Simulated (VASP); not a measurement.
The system is LuHfO.

```
Lu Hf O
1.0
     3.61411    0.00000    0.00000
     0.00000    3.61411    0.00000
     0.00000    0.00000    3.68112
Lu Hf O
1 1 1
Direct
  0.00000 0.00000 0.00000
  0.50000 0.50000 0.50000
  0.50000 0.50000 0.00000
```

The cell was built from a structure type or drawn by symmetry, and may not be a known phase.

- Program: VASP 6.6.1
- Task: relaxation of cell and atoms
- Functional: PBE
- Potentials or basis: VASP PAW PBE potentials, release 64 (Lu, Hf_pv, O)
- Cutoff: 600 eV
- k mesh: 6 × 6 × 6
- Occupations: gaussian, width 0.1 eV
- Spin: no spin polarisation

At the start: pressure 36.7 GPa; volume 16.03 Å³/atom.

Task: Where does the relaxation end?

Result: Over 10 steps the energy falls by 641.3 meV/atom and the volume is 16.74 Å³/atom (+4.4 %); space group P4/mmm (No. 123, to 0.1 Å) before and after.

Step by step:
```
step  energy change (eV)  largest force (eV/Å)  pressure (GPa)  volume (Å³)
   1              0.0000                0.0000           36.66        48.08
   2              0.8201                0.0000          -24.34        74.76
   3             -1.6154                0.0000          -10.70        57.60
   4             -1.6660                0.0000           -8.05        56.51
   5             -1.6804                0.0000           -5.40        55.55
   6             -1.8785                0.0000           -1.34        51.70
   7             -1.9108                0.0000            2.07        49.88
   8             -1.9109                0.0000            2.37        49.72
   9             -1.9180                0.0000           -1.16        50.57
  10             -1.9238                0.0000            0.17        50.22
```

Final structure:
```
CELL_PARAMETERS angstrom
3.39925 0.00000 0.00000
0.00000 3.39925 0.00000
0.00000 0.00000 4.34611
ATOMIC_POSITIONS crystal
Lu 0.00000 0.00000 0.00000
Hf 0.50000 0.50000 0.50000
O 0.50000 0.50000 0.00000
```

Caveat: a cell axis changed by over 15 % at a fixed basis, so the end point is rough; an odd number of electrons without spin polarisation forces a metal; a magnetic or distorted state may lie lower.
